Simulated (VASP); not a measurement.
# SnSe (Fm-3m) in VASP: notebook

SnSe is run at these levels: PBEsol; tasks: electric field gradients.

Everything below comes from runs of VASP 6.6.1. Logs are shortened: lines on timing, memory, paths and dates and some standing lists are left out, and cuts for length are marked.

### 1 The cell of the first run

Symmetry: Fm-3m, No. 225, cubic system. Conventional cell: a = 6.040 Å, b = 6.040 Å, c = 6.040 Å, α = 90.00°, β = 90.00°, γ = 90.00°. Within 4.0 Å of Sn (site symmetry m-3m) lie 6 Se at 3.02 Å. Within 4.0 Å of Se (site symmetry m-3m) lie 6 Sn at 3.02 Å.

### 2 Electric field gradients, PBEsol (volume scaled by 1.01)

File INCAR:

```
SYSTEM = SnSe
  PREC = Accurate
  ENCUT = 520
  EDIFF = 1E-8
  ISMEAR = -1
  SIGMA = 0.01
  LREAL = .False.
  LASPH = .True.
  NELM = 100
  ALGO = Normal
  ISIF = 2
  LWAVE = .False.
  LCHARG = .False.
  GGA = PS
  LEFG = .True.
  NBANDS = 17
```

File KPOINTS:

```
regular mesh
0
Gamma
  7 7 7
  0 0 0
```

File POSCAR:

```
SnSe
1.0
    0.0000000000      3.0200000735      3.0200000735
    3.0200000735      0.0000000000      3.0200000735
    3.0200000735      3.0200000735      0.0000000000
Sn Se
1 1
Direct
    0.0000000000      0.0000000000      0.0000000000
    0.5000000000      0.5000000000      0.5000000000
```

Potentials or basis: VASP PAW PBE potentials, release 64 (Sn_d, Se).

Launch:

```sh
> cat potpaw_PBE.64/Sn_d/POTCAR potpaw_PBE.64/Se/POTCAR > POTCAR
> mpirun -np 1 vasp_std > vasp.out
```

OUTCAR:

```text
SYSTEM = SnSe
   PREC = Accurate
   ENCUT = 520
   EDIFF = 1E-8
   ISMEAR = -1
   LREAL = .False.
   LASPH = .True.
   NELM = 100
   ISIF = 2
   GGA = PS

 ion  position               nearest neighbor table
   1  0.000  0.000  0.000-   2 3.02   2 3.02   2 3.02   2 3.02   2 3.02   2 3.02
   2  0.500  0.500  0.500-   1 3.02   1 3.02   1 3.02   1 3.02   1 3.02   1 3.02

  LATTYP: Found a face centered cubic cell.
 ALAT       =     6.0400001470

  Lattice vectors:

 A1 = (   0.0000000000,   3.0200000735,   3.0200000735)
 A2 = (   3.0200000735,   0.0000000000,   3.0200000735)
 A3 = (   3.0200000735,   3.0200000735,   0.0000000000)

Analysis of symmetry for initial positions (statically):
=====================================================================
 Subroutine PRICEL returns:
 Original cell was already a primitive cell.

 Routine SETGRP: Setting up the symmetry group for a
 face centered cubic supercell.

 Subroutine GETGRP returns: Found 48 space group operations
 (whereof 48 operations were pure point group operations)
 out of a pool of 48 trial point group operations.

The static configuration has the point symmetry O_h .

Analysis of symmetry for dynamics (positions and initial velocities):
=====================================================================
 Subroutine PRICEL returns:
 Original cell was already a primitive cell.

 Routine SETGRP: Setting up the symmetry group for a
 face centered cubic supercell.

 Subroutine GETGRP returns: Found 48 space group operations
 (whereof 48 operations were pure point group operations)
 out of a pool of 48 trial point group operations.

The dynamic configuration has the point symmetry O_h .

 Subroutine INISYM returns: Found 48 space group operations
 (whereof 48 operations are pure point group operations),
 and found     1 'primitive' translations

----------------------------------------------------------------------------------------

                                     Primitive cell

  volume of cell :      55.0872

  direct lattice vectors                    reciprocal lattice vectors
     0.000000000  3.020000073  3.020000073    -0.165562910  0.165562910  0.165562910
     3.020000073  0.000000000  3.020000073     0.165562910 -0.165562910  0.165562910
     3.020000073  3.020000073  0.000000000     0.165562910  0.165562910 -0.165562910

  length of vectors
     4.270925062  4.270925062  4.270925062     0.286763372  0.286763372  0.286763372

  position of ions in fractional coordinates (direct lattice)
     0.000000000  0.000000000  0.000000000
     0.500000000  0.500000000  0.500000000

  ion indices of the primitive-cell ions
   primitive index   ion index
                 1           1
                 2           2

----------------------------------------------------------------------------------------

 KPOINTS: regular mesh

Automatic generation of k-mesh.
 Grid dimensions read from file:
 generate k-points for:    7    7    7

 Generating k-lattice:

  Cartesian coordinates                     Fractional coordinates (reciprocal lattice)
    -0.023651844  0.023651844  0.023651844     0.142857143  0.000000000  0.000000000
     0.023651844 -0.023651844  0.023651844     0.000000000  0.142857143  0.000000000
     0.023651844  0.023651844 -0.023651844     0.000000000  0.000000000  0.142857143

  Length of vectors
     0.040966196  0.040966196  0.040966196

  Shift w.r.t. Gamma in fractional coordinates (k-lattice)
     0.000000000  0.000000000  0.000000000

 Subroutine IBZKPT returns following result:
 ===========================================

 Found     20 irreducible k-points:

 Following reciprocal coordinates:
            Coordinates               Weight
  0.000000  0.000000  0.000000      1.000000
  0.142857  0.000000  0.000000      8.000000
  0.285714  0.000000  0.000000      8.000000
  0.428571  0.000000  0.000000      8.000000
  0.142857  0.142857  0.000000      6.000000
  0.285714  0.142857  0.000000     24.000000
[... 12 lines left out ...]
 -0.428571  0.428571  0.142857     24.000000
 -0.285714  0.428571  0.142857     24.000000
   k-points           NKPTS =     20   k-points in BZ     NKDIM =     20   number of bands    NBANDS=     17
   number of dos      NEDOS =    301   number of ions     NIONS =      2
   total plane-waves  NPLWV =  32768
   dimension x,y,z NGX =    32 NGY =   32 NGZ =   32
   dimension x,y,z NGXF=    64 NGYF=   64 NGZF=   64
   ions per type =               1   1
   NGX,Y,Z   is equivalent  to a cutoff of  12.46, 12.46, 12.46 a.u.
   NGXF,Y,Z  is equivalent  to a cutoff of  24.91, 24.91, 24.91 a.u.
 SYSTEM =  SnSe
   PREC   = accura    normal or accurate (medium, high low for compatibility)
   ISTART =      0    job   : 0-new  1-cont  2-samecut
   ICHARG =      2    charge: 1-file 2-atom 10-const
   ISPIN  =      1    spin polarized calculation?
   LNONCOLLINEAR =      F non collinear calculations
   LSORBIT =      F    spin-orbit coupling
   LASPH  =      T    aspherical Exc in radial PAW
   ENCUT  =  520.0 eV  38.22 Ry    6.18 a.u.   7.94  7.94  7.94*2*pi/ulx,y,z
   NELM   =    100;   NELMIN=  2; NELMDL= -5     # of ELM steps
   EDIFF  = 0.1E-07   stopping-criterion for ELM
   LREAL  =      F    real-space projection
   EDIFFG = 0.1E-06   stopping-criterion for IOM
   NSW    =      0    number of steps for IOM
   IBRION =     -1    ionic relax: 0-MD 1-quasi-New 2-CG
   NFREE  =      0    steps in history (QN), initial steepest desc. (CG)
   ISIF   =      2    stress and relaxation
   ISYM   =      2    0-nonsym 1-usesym 2-fastsym
   POTIM  = 0.5000    time-step for ionic-motion
   TEBEG  =    0.0;   TEEND  =   0.0 temperature during run
   PSTRESS=    0.0 pullay stress
   NELECT =      20.0000    total number of electrons
   NUPDOWN=      -1.0000    fix difference up-down
   EMIN   =  10.00;   EMAX   =-10.00  energy-range for DOS
   EFERMI =   0.00;   METHOD = LEGACY
   ISMEAR =    -1;   SIGMA  =   0.01  broadening in eV -4-tet -1-fermi 0-gaus
   EFERMI_NEDOS =   21; number of points for ismear=-14 and -15
   IALGO  =     38    algorithm
   IMIX   =      4    mixing-type and parameters
     AMIX     =   0.40;   BMIX     =  1.00
     AMIX_MAG =   1.60;   BMIX_MAG =  1.00
  volume/ion in A,a.u.               =      27.54       185.87
  Fermi-wavevector in a.u.,A,eV,Ry     =   1.167888  2.206988 18.557836  1.363962
  Thomas-Fermi vector in A             =   2.304382
   LORBIT       =      0    0 simple, 1 ext, 2 COOP (PROOUT), +10 PAW based schemes
   GGA     = PS    functional components
   LHFCALC =     F    Hartree Fock is set to
   AEXX    =    0.0000 exact exchange contribution
   IVDW    =     0    specifies the selected vdW correction
   LEPSILON=     F    determine dielectric tensor
   LRPA    =     F    only Hartree local field effects (RPA)
 non-spin polarized calculation
  energy-cutoff  :      520.00
  volume of cell :       55.09
 maximum number of plane-waves:      1498
   NGX = 15   NGY = 15   NGZ = 15

 number of electron      20.0000003 magnetization

 Free energy of the ion-electron system (eV)
  ---------------------------------------------------
  ext. energy  EPLUGINS =         0.00000000
  ---------------------------------------------------
  free energy    TOTEN  =        -8.96719558 eV

  energy without entropy =       -8.96719558  energy(sigma->0) =       -8.96719558

 E-fermi :   5.4553     XC(G=0):  -9.7314

 val. band max:        5.2036458279   @ k =  -0.2857   0.1429   0.0000
 cond. band min:       5.9502032078   @ k =  -0.2857   0.1429   0.0000
 fundamental gap:      0.7465573799
 Fermi energy:         5.4553159189

 k-point     1 :       0.0000    0.0000    0.0000
  band No.  band energies     occupation
      1     -16.1565      2.00000
      2     -16.1565      2.00000
      3     -16.1565      2.00000
      4     -16.1554      2.00000
      5     -16.1554      2.00000
      6      -8.4770      2.00000
[... 9 lines left out ...]
     16      11.1475      0.00000
     17      13.4035      0.00000

 k-point     2 :       0.1429    0.0000    0.0000
  band No.  band energies     occupation
      1     -16.1571      2.00000
      2     -16.1571      2.00000
      3     -16.1560      2.00000
      4     -16.1538      2.00000
      5     -16.1538      2.00000
      6      -8.3372      2.00000
[... 9 lines left out ...]
     16      11.6175      0.00000
     17      14.7267      0.00000
[... 341 lines left out ...]
 k-point    20 :      -0.2857    0.4286    0.1429
  band No.  band energies     occupation
      1     -16.1737      2.00000
      2     -16.1549      2.00000
      3     -16.1527      2.00000
      4     -16.1486      2.00000
      5     -16.1402      2.00000
      6      -7.2843      2.00000
[... 9 lines left out ...]
     16      16.7588      0.00000
     17      16.9366      0.00000

------------------------ aborting loop because EDIFF is reached ----------------------------------------

  FORCE on cell =-STRESS in cart. coord.  units (eV):
  Direction    XX          YY          ZZ          XY          YZ          ZX
  --------------------------------------------------------------------------------------
  -------------------------------------------------------------------------------------
  Total       -0.8052276     -0.8052276     -0.8052276      0.0000000      0.0000000      0.0000000
  in kB      -23.4195420    -23.4195420    -23.4195420      0.0000000      0.0000000      0.0000000
  external PRESSURE =     -23.4195420 kB  Pullay stress =       0.0000000 kB

 VOLUME and BASIS-vectors are now :
 -----------------------------------------------------------------------------
  energy-cutoff  :      520.00
  volume of cell :       55.09
      direct lattice vectors                 reciprocal lattice vectors
     0.000000000  3.020000073  3.020000073    -0.165562910  0.165562910  0.165562910
     3.020000073  0.000000000  3.020000073     0.165562910 -0.165562910  0.165562910
     3.020000073  3.020000073  0.000000000     0.165562910  0.165562910 -0.165562910

 POSITION                                       TOTAL-FORCE (eV/Angst)
 -----------------------------------------------------------------------------------
      0.00000      0.00000      0.00000         0.000000     -0.000000     -0.000000
      3.02000      3.02000      3.02000        -0.000000      0.000000      0.000000
 -----------------------------------------------------------------------------------
    total drift:                                0.000000     -0.000000     -0.000000

  FREE ENERGIE OF THE ION-ELECTRON SYSTEM (eV)
  ---------------------------------------------------
  free  energy   TOTEN  =        -8.9671955817 eV

  energy  without entropy=       -8.9671955817  energy(sigma->0) =       -8.96719558

 Electric field gradients (V/A^2)
---------------------------------------------------------------------
 ion       V_xx      V_yy      V_zz      V_xy      V_xz      V_yz
---------------------------------------------------------------------
   1      -0.000     0.000     0.000     0.001     0.001     0.001
   2       0.000    -0.000     0.000    -0.000    -0.000    -0.000
---------------------------------------------------------------------

 Electric field gradients after diagonalization (V/A^2)
 (convention: |V_zz| > |V_xx| > |V_yy|)
----------------------------------------------------------------------
 ion       V_xx      V_yy      V_zz     asymmetry (V_yy - V_xx)/ V_zz
----------------------------------------------------------------------
   1      -0.001    -0.001     0.003       0.000
   2       0.000     0.000    -0.000       0.000
----------------------------------------------------------------------

           NMR quadrupolar parameters

 Cq : quadrupolar parameter    Cq=e*Q*V_zz/h
 eta: asymmetry parameters     (V_yy - V_xx)/ V_zz
 Q  : nuclear electric quadrupole moment in mb (millibarn)
----------------------------------------------------------------------
 ion       Cq(MHz)       eta       Q (mb)
----------------------------------------------------------------------
   1       0.000       0.000       1.000
   2      -0.000       0.000       1.000
----------------------------------------------------------------------
```

Wall time 17 s (1 thread of Intel Xeon 6975P-C, shared host); peak memory 0.18 GiB.

Results:

* Free energy: -8.9672 eV
* Pressure: -2.3 GPa

Caveat: this odd mesh misses L, where the gap lies, so gap, dielectric constants and Born charges aren't listed; without QUAD_EFG the Cq values of the log hold for a quadrupole moment of 1 mb, not for the nuclei; the PAW data sets were made with another functional, which shifts forces and pressure a little; spin-orbit coupling is left out, which moves the levels of the heavy elements.

### 3 Electric field gradients, PBEsol (volume scaled by 1.04)

File INCAR:

```
PREC     = Accurate       # precision mode
ENCUT    = 520            # plane-wave cutoff, eV
EDIFF    = 1E-8           # SCF threshold, eV
ISMEAR   = -1             # smearing method
SIGMA    = 0.01           # smearing width, eV
LREAL    = F              # projectors in reciprocal space
LASPH    = T              # aspherical terms in the spheres
NELM     = 60             # most SCF steps
ALGO     = Normal         # electronic algorithm
ISIF     = 2              # what is computed and relaxed
LWAVE    = F              # write WAVECAR
LCHARG   = F              # write CHGCAR
GGA      = PS             # functional
LEFG     = T            
NBANDS   = 17             # bands
```

File KPOINTS:

```
regular mesh
0
Gamma
  7 7 7
```

File POSCAR:

```
SnSe
1.0
    0.0000000000      3.0496098055      3.0496098055
    3.0496098055      0.0000000000      3.0496098055
    3.0496098055      3.0496098055      0.0000000000
Sn Se
1 1
Direct
    0.0000000000      0.0000000000      0.0000000000
    0.5000000000      0.5000000000      0.5000000000
```

Potentials or basis: VASP PAW PBE potentials, release 64 (Sn_d, Se).

Launch:

```sh
> cat potpaw_PBE.64/Sn_d/POTCAR potpaw_PBE.64/Se/POTCAR > POTCAR
> mpirun -np 1 vasp_std > vasp.out
```

OUTCAR:

```text
PREC = Accurate
   ENCUT = 520
   EDIFF = 1E-8
   ISMEAR = -1
   LREAL = F
   LASPH = T
   NELM = 60
   ISIF = 2
   GGA = PS

 ion  position               nearest neighbor table
   1  0.000  0.000  0.000-   2 3.05   2 3.05   2 3.05   2 3.05   2 3.05   2 3.05
   2  0.500  0.500  0.500-   1 3.05   1 3.05   1 3.05   1 3.05   1 3.05   1 3.05

  LATTYP: Found a face centered cubic cell.
 ALAT       =     6.0992196110

  Lattice vectors:

 A1 = (   0.0000000000,   3.0496098055,   3.0496098055)
 A2 = (   3.0496098055,   0.0000000000,   3.0496098055)
[... 604 lines left out ...]
  ---------------------------------------------------
  free  energy   TOTEN  =        -8.9370900630 eV

  energy  without entropy=       -8.9370900630  energy(sigma->0) =       -8.93709006

 Electric field gradients (V/A^2)
---------------------------------------------------------------------
 ion       V_xx      V_yy      V_zz      V_xy      V_xz      V_yz
---------------------------------------------------------------------
   1       0.000     0.000     0.000     0.000     0.000     0.000
   2      -0.000     0.000     0.000     0.000     0.000     0.000
---------------------------------------------------------------------

 Electric field gradients after diagonalization (V/A^2)
 (convention: |V_zz| > |V_xx| > |V_yy|)
----------------------------------------------------------------------
 ion       V_xx      V_yy      V_zz     asymmetry (V_yy - V_xx)/ V_zz
----------------------------------------------------------------------
   1      -0.000    -0.000     0.000       0.000
   2      -0.000    -0.000     0.000       0.000
----------------------------------------------------------------------

           NMR quadrupolar parameters

 Cq : quadrupolar parameter    Cq=e*Q*V_zz/h
 eta: asymmetry parameters     (V_yy - V_xx)/ V_zz
 Q  : nuclear electric quadrupole moment in mb (millibarn)
----------------------------------------------------------------------
 ion       Cq(MHz)       eta       Q (mb)
----------------------------------------------------------------------
   1       0.000       0.000       1.000
   2       0.000       0.000       1.000
----------------------------------------------------------------------
```

OSZICAR:

```text
N       E                     dE             d eps       ncg     rms          rms(c)
DAV:   1     0.131640465678E+03    0.13164E+03   -0.96815E+03   690   0.143E+03
DAV:   2     0.380869677850E+01   -0.12783E+03   -0.12400E+03   728   0.343E+02
DAV:   3    -0.877861667193E+01   -0.12587E+02   -0.12497E+02   819   0.944E+01
DAV:   4    -0.912341827144E+01   -0.34480E+00   -0.34453E+00   833   0.161E+01
DAV:   5    -0.913278625290E+01   -0.93680E-02   -0.93677E-02   971   0.267E+00    0.284E+00
DAV:   6    -0.894053508427E+01    0.19225E+00   -0.48859E-01   974   0.432E+00    0.165E+00
DAV:   7    -0.893715372708E+01    0.33814E-02   -0.75176E-02   818   0.129E+00    0.831E-01
DAV:   8    -0.893730848609E+01   -0.15476E-03   -0.81038E-03   827   0.736E-01    0.106E-01
DAV:   9    -0.893705397294E+01    0.25451E-03   -0.15648E-03   978   0.274E-01    0.481E-02
DAV:  10    -0.893708820132E+01   -0.34228E-04   -0.13296E-04   779   0.718E-02    0.894E-03
DAV:  11    -0.893709004993E+01   -0.18486E-05   -0.60218E-06   948   0.186E-02    0.243E-03
DAV:  12    -0.893709010948E+01   -0.59552E-07   -0.26218E-07   866   0.628E-03    0.644E-04
DAV:  13    -0.893709008479E+01    0.24691E-07   -0.38760E-08   843   0.125E-03    0.218E-04
DAV:  14    -0.893709005684E+01    0.27953E-07   -0.63012E-09   591   0.904E-04    0.993E-05
DAV:  15    -0.893709006298E+01   -0.61395E-08   -0.40238E-10   411   0.206E-04
   1 F= -.89370901E+01 E0= -.89370901E+01  d E =-.164079E-11
```

It took 15 s on 1 thread of Intel Xeon 6975P-C, shared host; peak memory 0.18 GiB.

Results:

| Item | Value |
| --- | --- |
| Free energy | -8.9371 eV |
| Pressure | -3.6 GPa |

Caveat: this odd mesh misses L, where the gap lies, so gap, dielectric constants and Born charges aren't listed; without QUAD_EFG the Cq values of the log hold for a quadrupole moment of 1 mb, not for the nuclei; the PAW data sets were made with another functional, which shifts forces and pressure a little; spin-orbit coupling is left out, which moves the levels of the heavy elements.

[end of part 1 of 3]
